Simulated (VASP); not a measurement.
# OC in VASP: settings compared

Aim: see how the results for OC move with the level of theory and the settings. Levels: RPBE, PBE+D3(BJ). Tasks: single point.

Everything below comes from runs of VASP 6.6.1. Logs are shortened: lines on timing, memory, paths and dates and some standing lists are left out, and cuts for length are marked.

**1. The cell of the first run**

The cell holds a molecule in a box, 2 atoms: a = 12.000 Å, b = 12.500 Å, c = 13.000 Å, α = 90.00°, β = 90.00°, γ = 90.00°.

**2. Single point, RPBE**

INCAR reads:

```
SYSTEM = CO
PREC = Accurate
ENCUT = 520
EDIFF = 1E-6
ISMEAR = 0
SIGMA = 0.01
LREAL = .False.
LASPH = .True.
NELM = 120
ALGO = Normal
ISIF = 2
LWAVE = .False.
LCHARG = .True.
GGA = RP
LELF = .True.
LVHAR = .True.
NBANDS = 12
GGA_COMPAT = .False.
NELMDL = -8
```

KPOINTS reads:

```
Automatic mesh
0
Gamma
  1 1 1
  0 0 0
```

POSCAR reads:

```
CO
1.0
   12.0000000000      0.0000000000      0.0000000000
    0.0000000000     12.5000000000      0.0000000000
    0.0000000000      0.0000000000     13.0000000000
O C
1 1
Direct
    0.5000000000      0.5000000000      0.5436613300
    0.5000000000      0.5000000000      0.4563386700
```

Potentials or basis: VASP PAW PBE potentials, release 64 (O, C).

The run is started by

```bash
> cat potpaw_PBE.64/O/POTCAR potpaw_PBE.64/C/POTCAR > POTCAR
> mpirun -np 1 vasp_gam > vasp.out
```

OUTCAR:

```text
SYSTEM = CO
   PREC = Accurate
   ENCUT = 520
   EDIFF = 1E-6
   ISMEAR = 0
   LREAL = .False.
   LASPH = .True.
   NELM = 120
   ISIF = 2
   GGA = RP
   NELMDL = -8

 ion  position               nearest neighbor table
   1  0.500  0.500  0.544-   2 1.14
   2  0.500  0.500  0.456-   1 1.14

  LATTYP: Found a simple orthorhombic cell.
 ALAT       =    12.0000000000
 B/A-ratio  =     1.0416666667
 C/A-ratio  =     1.0833333333

  Lattice vectors:

 A1 = (  12.0000000000,   0.0000000000,   0.0000000000)
 A2 = (   0.0000000000,  12.5000000000,   0.0000000000)
 A3 = (   0.0000000000,   0.0000000000,  13.0000000000)

Analysis of symmetry for initial positions (statically):
=====================================================================
 Subroutine PRICEL returns:
 Original cell was already a primitive cell.

 Routine SETGRP: Setting up the symmetry group for a
 simple orthorhombic supercell.

 Subroutine GETGRP returns: Found  4 space group operations
 (whereof  4 operations were pure point group operations)
 out of a pool of  8 trial point group operations.

The static configuration has the point symmetry C_2v.

Analysis of symmetry for dynamics (positions and initial velocities):
=====================================================================
 Subroutine PRICEL returns:
 Original cell was already a primitive cell.

 Routine SETGRP: Setting up the symmetry group for a
 simple orthorhombic supercell.

 Subroutine GETGRP returns: Found  4 space group operations
 (whereof  4 operations were pure point group operations)
 out of a pool of  8 trial point group operations.

The dynamic configuration has the point symmetry C_2v.

 Subroutine INISYM returns: Found  4 space group operations
 (whereof  4 operations are pure point group operations),
 and found     1 'primitive' translations

----------------------------------------------------------------------------------------

                                     Primitive cell

  volume of cell :    1950.0000

  direct lattice vectors                    reciprocal lattice vectors
    12.000000000  0.000000000  0.000000000     0.083333333  0.000000000  0.000000000
     0.000000000 12.500000000  0.000000000     0.000000000  0.080000000  0.000000000
     0.000000000  0.000000000 13.000000000     0.000000000  0.000000000  0.076923077

  length of vectors
    12.000000000 12.500000000 13.000000000     0.083333333  0.080000000  0.076923077
[... 56 lines left out ...]
   NELM   =    120;   NELMIN=  2; NELMDL= -8     # of ELM steps
   EDIFF  = 0.1E-05   stopping-criterion for ELM
   LREAL  =      F    real-space projection
   EDIFFG = 0.1E-04   stopping-criterion for IOM
   NSW    =      0    number of steps for IOM
   IBRION =     -1    ionic relax: 0-MD 1-quasi-New 2-CG
   NFREE  =      0    steps in history (QN), initial steepest desc. (CG)
   ISIF   =      2    stress and relaxation
   ISYM   =      2    0-nonsym 1-usesym 2-fastsym
   POTIM  = 0.5000    time-step for ionic-motion
   TEBEG  =    0.0;   TEEND  =   0.0 temperature during run
   PSTRESS=    0.0 pullay stress
   NELECT =      10.0000    total number of electrons
   NUPDOWN=      -1.0000    fix difference up-down
   EMIN   =  10.00;   EMAX   =-10.00  energy-range for DOS
   EFERMI =   0.00;   METHOD = LEGACY
   ISMEAR =     0;   SIGMA  =   0.01  broadening in eV -4-tet -1-fermi 0-gaus
   EFERMI_NEDOS =   21; number of points for ismear=-14 and -15
   IALGO  =     38    algorithm
   IMIX   =      4    mixing-type and parameters
     AMIX     =   0.40;   BMIX     =  1.00
     AMIX_MAG =   1.60;   BMIX_MAG =  1.00
  volume/ion in A,a.u.               =     975.00      6579.62
  Fermi-wavevector in a.u.,A,eV,Ry     =   0.282312  0.533493  1.084388  0.079700
  Thomas-Fermi vector in A             =   1.132971
   LORBIT       =      0    0 simple, 1 ext, 2 COOP (PROOUT), +10 PAW based schemes
   GGA     = RP    functional components
   LHFCALC =     F    Hartree Fock is set to
   AEXX    =    0.0000 exact exchange contribution
   IVDW    =     0    specifies the selected vdW correction
   LEPSILON=     F    determine dielectric tensor
   LRPA    =     F    only Hartree local field effects (RPA)
 non-spin polarized calculation
 Gauss-broadening in eV      SIGMA  =   0.01
  energy-cutoff  :      520.00
  volume of cell :     1950.00
 maximum number of plane-waves:     26244
 NGX is ok and might be reduce to    90
   NGX = 45   NGY = 47   NGZ = 49

 number of electron      10.0000002 magnetization

 Free energy of the ion-electron system (eV)
  ---------------------------------------------------
  ext. energy  EPLUGINS =         0.00000000
  ---------------------------------------------------
  free energy    TOTEN  =       -14.43855896 eV

  energy without entropy =      -14.43855896  energy(sigma->0) =      -14.43855896

 E-fermi :  -8.9067     XC(G=0):  -0.3568

 val. band max:       -8.9652162889   @ k =   0.0000   0.0000   0.0000
 cond. band min:      -1.9365494446   @ k =   0.0000   0.0000   0.0000
 fundamental gap:      7.0286668444
 Fermi energy:        -8.9066837542

 k-point     1 :       0.0000    0.0000    0.0000
  band No.  band energies     occupation
      1     -29.3155      2.00000
      2     -13.9645      2.00000
      3     -11.6632      2.00000
      4     -11.6632      2.00000
      5      -8.9652      2.00000
      6      -1.9365      0.00000
      7      -1.9364      0.00000
      8      -0.2091      0.00000
      9       0.5628      0.00000
     10       0.7039      0.00000
     11       0.7328      0.00000
     12       0.8342      0.00000

------------------------ aborting loop because EDIFF is reached ----------------------------------------

  FORCE on cell =-STRESS in cart. coord.  units (eV):
  Direction    XX          YY          ZZ          XY          YZ          ZX
  --------------------------------------------------------------------------------------
  -------------------------------------------------------------------------------------
  Total       -0.0387463     -0.0390363      1.6275325      0.0000000      0.0000000      0.0000000
  in kB       -0.0318351     -0.0320734      1.3372286      0.0000000      0.0000000      0.0000000
  external PRESSURE =       0.4244400 kB  Pullay stress =       0.0000000 kB

 VOLUME and BASIS-vectors are now :
 -----------------------------------------------------------------------------
  energy-cutoff  :      520.00
  volume of cell :     1950.00
      direct lattice vectors                 reciprocal lattice vectors
    12.000000000  0.000000000  0.000000000     0.083333333  0.000000000  0.000000000
     0.000000000 12.500000000  0.000000000     0.000000000  0.080000000  0.000000000
     0.000000000  0.000000000 13.000000000     0.000000000  0.000000000  0.076923077

 POSITION                                       TOTAL-FORCE (eV/Angst)
 -----------------------------------------------------------------------------------
      6.00000      6.25000      7.06760         0.000000      0.000000      1.482354
      6.00000      6.25000      5.93240         0.000000      0.000000     -1.482354
 -----------------------------------------------------------------------------------
    total drift:                                0.000000     -0.000000      0.000922

  FREE ENERGIE OF THE ION-ELECTRON SYSTEM (eV)
  ---------------------------------------------------
  free  energy   TOTEN  =       -14.4385589589 eV

  energy  without entropy=      -14.4385589589  energy(sigma->0) =      -14.43855896
```

OSZICAR:

```text
N       E                     dE             d eps       ncg     rms          rms(c)
DAV:   1     0.125124781688E+03    0.12512E+03   -0.17900E+03    24   0.408E+02
DAV:   2     0.345742284843E+02   -0.90551E+02   -0.89843E+02    44   0.604E+01
DAV:   3    -0.110487694186E+02   -0.45623E+02   -0.45335E+02    32   0.890E+01
[... 16 lines left out ...]
DAV:  20    -0.144385432889E+02   -0.34227E-04   -0.17706E-06    24   0.567E-03    0.147E-03
DAV:  21    -0.144385511944E+02   -0.79055E-05   -0.18902E-07    32   0.233E-03    0.435E-04
DAV:  22    -0.144385564365E+02   -0.52421E-05   -0.95847E-08    24   0.142E-03    0.347E-04
DAV:  23    -0.144385583996E+02   -0.19632E-05   -0.36064E-08    32   0.829E-04    0.145E-04
DAV:  24    -0.144385589589E+02   -0.55922E-06   -0.10211E-08    32   0.547E-04
   1 F= -.14438559E+02 E0= -.14438559E+02  d E =-.745154E-17
```

It took 2.6 min on 1 thread of Intel Xeon 6975P-C (Granite Rapids), shared host; peak memory 1.3 GiB.

What came out:

* Free energy: -14.4386 eV
* Largest force: 1.482 eV/Å
* Gap between the frontier levels: 7.03 eV

Forces on the atoms (eV/Å):
```
O    0.000  0.000  1.482
C    0.000  0.000 -1.482
```

Levels at points of the mesh, in eV from the valence-band top:
```csv
k point,band 2,band 3,band 4,band 5,band 6,band 7,band 8,band 9
"(0.00, 0.00, 0.00)",-5.00,-2.70,-2.70,0.00,7.03,7.03,8.76,9.53
```

Caveat: the PAW data sets were made with another functional, which shifts forces and pressure a little.

**3. Single point, PBE+D3(BJ)**

INCAR reads:

```
PREC = Accurate
ENCUT = 520
EDIFF = 1E-6
ISMEAR = 0
SIGMA = 0.01
LREAL = False
LASPH = True
NELM = 120
ALGO = Normal
ISIF = 2
LWAVE = False
LCHARG = False
GGA = PE
IVDW = 12
NBANDS = 12
GGA_COMPAT = False
NELMDL = -8
```

KPOINTS reads:

```
regular mesh
0
Gamma
  1 1 1
```

POSCAR is that of step 2.

Potentials or basis: VASP PAW PBE potentials, release 64 (O, C).

The run is started by

```bash
> cat potpaw_PBE.64/O/POTCAR potpaw_PBE.64/C/POTCAR > POTCAR
> mpirun -np 1 vasp_gam > vasp.out
```

OUTCAR:

```text
PREC = Accurate
   ENCUT = 520
   EDIFF = 1E-6
   ISMEAR = 0
   LREAL = False
   LASPH = True
   NELM = 120
   ISIF = 2
   GGA = PE
   IVDW = 12
   NELMDL = -8
 IVDW          = 12

 ion  position               nearest neighbor table
   1  0.500  0.500  0.544-   2 1.14
   2  0.500  0.500  0.456-   1 1.14

  LATTYP: Found a simple orthorhombic cell.
 ALAT       =    12.0000000000
 B/A-ratio  =     1.0416666667
 C/A-ratio  =     1.0833333333

  Lattice vectors:

 A1 = (  12.0000000000,   0.0000000000,   0.0000000000)
 A2 = (   0.0000000000,  12.5000000000,   0.0000000000)
 A3 = (   0.0000000000,   0.0000000000,  13.0000000000)

Analysis of symmetry for initial positions (statically):
=====================================================================
 Subroutine PRICEL returns:
 Original cell was already a primitive cell.

 Routine SETGRP: Setting up the symmetry group for a
 simple orthorhombic supercell.

 Subroutine GETGRP returns: Found  4 space group operations
 (whereof  4 operations were pure point group operations)
 out of a pool of  8 trial point group operations.

The static configuration has the point symmetry C_2v.

Analysis of symmetry for dynamics (positions and initial velocities):
=====================================================================
 Subroutine PRICEL returns:
 Original cell was already a primitive cell.

 Routine SETGRP: Setting up the symmetry group for a
 simple orthorhombic supercell.

 Subroutine GETGRP returns: Found  4 space group operations
 (whereof  4 operations were pure point group operations)
 out of a pool of  8 trial point group operations.

The dynamic configuration has the point symmetry C_2v.

 Subroutine INISYM returns: Found  4 space group operations
 (whereof  4 operations are pure point group operations),
 and found     1 'primitive' translations

----------------------------------------------------------------------------------------

                                     Primitive cell

  volume of cell :    1950.0000

  direct lattice vectors                    reciprocal lattice vectors
    12.000000000  0.000000000  0.000000000     0.083333333  0.000000000  0.000000000
     0.000000000 12.500000000  0.000000000     0.000000000  0.080000000  0.000000000
     0.000000000  0.000000000 13.000000000     0.000000000  0.000000000  0.076923077

  length of vectors
    12.000000000 12.500000000 13.000000000     0.083333333  0.080000000  0.076923077

  position of ions in fractional coordinates (direct lattice)
     0.500000000  0.500000000  0.543661330
     0.500000000  0.500000000  0.456338670

  ion indices of the primitive-cell ions
   primitive index   ion index
                 1           1
                 2           2

----------------------------------------------------------------------------------------

 KPOINTS: regular mesh

Automatic generation of k-mesh.
 Grid dimensions read from file:
 generate k-points for:    1    1    1

 Generating k-lattice:

  Cartesian coordinates                     Fractional coordinates (reciprocal lattice)
     0.083333333  0.000000000  0.000000000     1.000000000  0.000000000  0.000000000
     0.000000000  0.080000000  0.000000000     0.000000000  1.000000000  0.000000000
     0.000000000  0.000000000  0.076923077     0.000000000  0.000000000  1.000000000

  Length of vectors
     0.083333333  0.080000000  0.076923077

  Shift w.r.t. Gamma in fractional coordinates (k-lattice)
     0.000000000  0.000000000  0.000000000

 Subroutine IBZKPT returns following result:
 ===========================================

 Found      1 irreducible k-points:

 Following reciprocal coordinates:
            Coordinates               Weight
  0.000000  0.000000  0.000000      1.000000
   k-points           NKPTS =      1   k-points in BZ     NKDIM =      1   number of bands    NBANDS=     12
   number of dos      NEDOS =    301   number of ions     NIONS =      2
   total plane-waves  NPLWV = 846720
   dimension x,y,z NGX =    90 NGY =   96 NGZ =   98
   dimension x,y,z NGXF=   180 NGYF=  192 NGZF=  196
   ions per type =               1   1
   NGX,Y,Z   is equivalent  to a cutoff of  12.47, 12.77, 12.53 a.u.
   NGXF,Y,Z  is equivalent  to a cutoff of  24.94, 25.54, 25.06 a.u.
 SYSTEM =  unknown system
   PREC   = accura    normal or accurate (medium, high low for compatibility)
   ISTART =      0    job   : 0-new  1-cont  2-samecut
   ICHARG =      2    charge: 1-file 2-atom 10-const
   ISPIN  =      1    spin polarized calculation?
   LNONCOLLINEAR =      F non collinear calculations
   LSORBIT =      F    spin-orbit coupling
   LASPH  =      T    aspherical Exc in radial PAW
   ENCUT  =  520.0 eV  38.22 Ry    6.18 a.u.  22.31 23.24 24.17*2*pi/ulx,y,z
   NELM   =    120;   NELMIN=  2; NELMDL= -8     # of ELM steps
   EDIFF  = 0.1E-05   stopping-criterion for ELM
   LREAL  =      F    real-space projection
   EDIFFG = 0.1E-04   stopping-criterion for IOM
   NSW    =      0    number of steps for IOM
   IBRION =     -1    ionic relax: 0-MD 1-quasi-New 2-CG
   NFREE  =      0    steps in history (QN), initial steepest desc. (CG)
   ISIF   =      2    stress and relaxation
   ISYM   =      2    0-nonsym 1-usesym 2-fastsym
   POTIM  = 0.5000    time-step for ionic-motion
   TEBEG  =    0.0;   TEEND  =   0.0 temperature during run
   PSTRESS=    0.0 pullay stress
   NELECT =      10.0000    total number of electrons
   NUPDOWN=      -1.0000    fix difference up-down
   EMIN   =  10.00;   EMAX   =-10.00  energy-range for DOS
   EFERMI =   0.00;   METHOD = LEGACY
   ISMEAR =     0;   SIGMA  =   0.01  broadening in eV -4-tet -1-fermi 0-gaus
   EFERMI_NEDOS =   21; number of points for ismear=-14 and -15
   IALGO  =     38    algorithm
   IMIX   =      4    mixing-type and parameters
     AMIX     =   0.40;   BMIX     =  1.00
     AMIX_MAG =   1.60;   BMIX_MAG =  1.00
  volume/ion in A,a.u.               =     975.00      6579.62
  Fermi-wavevector in a.u.,A,eV,Ry     =   0.282312  0.533493  1.084388  0.079700
  Thomas-Fermi vector in A             =   1.132971
   LORBIT       =      0    0 simple, 1 ext, 2 COOP (PROOUT), +10 PAW based schemes
   GGA     = PE    functional components
   LHFCALC =     F    Hartree Fock is set to
   AEXX    =    0.0000 exact exchange contribution
   IVDW    =    12    specifies the selected vdW correction
   LEPSILON=     F    determine dielectric tensor
   LRPA    =     F    only Hartree local field effects (RPA)
 non-spin polarized calculation
 Gauss-broadening in eV      SIGMA  =   0.01
  energy-cutoff  :      520.00
  volume of cell :     1950.00
 maximum number of plane-waves:     26244
 NGX is ok and might be reduce to    90
   NGX = 45   NGY = 47   NGZ = 49

 number of electron      10.0000002 magnetization

 Free energy of the ion-electron system (eV)
  ---------------------------------------------------
  ext. energy  EPLUGINS =         0.00000000
  ---------------------------------------------------
  free energy    TOTEN  =       -14.78794080 eV

  energy without entropy =      -14.78794080  energy(sigma->0) =      -14.78794080

 E-fermi :  -8.8552     XC(G=0):  -0.3437

 val. band max:       -8.9834357894   @ k =   0.0000   0.0000   0.0000
 cond. band min:      -2.0124453220   @ k =   0.0000   0.0000   0.0000
 fundamental gap:      6.9709904674
 Fermi energy:        -8.8552174181

 k-point     1 :       0.0000    0.0000    0.0000
  band No.  band energies     occupation
      1     -29.3107      2.00000
      2     -13.9846      2.00000
      3     -11.7463      2.00000
      4     -11.7463      2.00000
      5      -8.9834      2.00000
      6      -2.0124      0.00000
      7      -2.0123      0.00000
      8      -0.1651      0.00000
      9       0.6117      0.00000
     10       0.7417      0.00000
     11       0.7682      0.00000
     12       0.9079      0.00000

------------------------ aborting loop because EDIFF is reached ----------------------------------------

 Edisp (eV)   -0.01125

 E8    (eV) :    -0.0034

  FORCE on cell =-STRESS in cart. coord.  units (eV):
  Direction    XX          YY          ZZ          XY          YZ          ZX
  --------------------------------------------------------------------------------------
  -------------------------------------------------------------------------------------
  Total      -0.03765    -0.03788     1.01695     0.00000     0.00000     0.00000
  in kB      -0.03094    -0.03112     0.83556     0.00000     0.00000     0.00000
  external pressure =        0.26 kB  Pullay stress =        0.00 kB

 VOLUME and BASIS-vectors are now :
 -----------------------------------------------------------------------------
  energy-cutoff  :      520.00
  volume of cell :     1950.00
      direct lattice vectors                 reciprocal lattice vectors
    12.000000000  0.000000000  0.000000000     0.083333333  0.000000000  0.000000000
     0.000000000 12.500000000  0.000000000     0.000000000  0.080000000  0.000000000
     0.000000000  0.000000000 13.000000000     0.000000000  0.000000000  0.076923077

 POSITION                                       TOTAL-FORCE (eV/Angst)
 -----------------------------------------------------------------------------------
      6.00000      6.25000      7.06760         0.000000      0.000000      0.942197
      6.00000      6.25000      5.93240         0.000000      0.000000     -0.942197
 -----------------------------------------------------------------------------------
    total drift:                                0.000000     -0.000000      0.000918

  FREE ENERGIE OF THE ION-ELECTRON SYSTEM (eV)
  ---------------------------------------------------
  free  energy   TOTEN  =       -14.7991911943 eV

  energy  without entropy=      -14.7991911943  energy(sigma->0) =      -14.79919119
```

OSZICAR:

```text
N       E                     dE             d eps       ncg     rms          rms(c)
DAV:   1     0.125317207318E+03    0.12532E+03   -0.17904E+03    24   0.408E+02
DAV:   2     0.338302422347E+02   -0.91487E+02   -0.90826E+02    44   0.600E+01
DAV:   3    -0.114388828517E+02   -0.45269E+02   -0.44999E+02    32   0.890E+01
[... 16 lines left out ...]
DAV:  20    -0.147879253044E+02   -0.34198E-04   -0.16575E-06    24   0.517E-03    0.126E-03
DAV:  21    -0.147879334623E+02   -0.81579E-05   -0.17301E-07    32   0.213E-03    0.291E-04
DAV:  22    -0.147879382421E+02   -0.47798E-05   -0.69492E-08    24   0.118E-03    0.382E-04
DAV:  23    -0.147879403108E+02   -0.20687E-05   -0.38507E-08    32   0.831E-04    0.118E-04
DAV:  24    -0.147879408033E+02   -0.49251E-06   -0.66923E-09    32   0.485E-04
   1 F= -.14799191E+02 E0= -.14799191E+02  d E =-.225749E-73
```

Wall time 2.3 min (1 thread of Intel Xeon 6975P-C (Granite Rapids), shared host); peak memory 1.3 GiB.

What came out:

- Free energy: -14.7992 eV
- Largest force: 0.942 eV/Å
- Gap between the frontier levels: 6.97 eV
- Dispersion energy per atom: -0.006 eV

Forces on the atoms (eV/Å):
```
O    0.000  0.000  0.942
C    0.000  0.000 -0.942
```

Levels at points of the mesh, in eV from the valence-band top:
```
           k point  band 2  band 3  band 4  band 5  band 6  band 7  band 8  band 9
(0.00, 0.00, 0.00)   -5.00   -2.76   -2.76    0.00    6.97    6.97    8.82    9.60
```
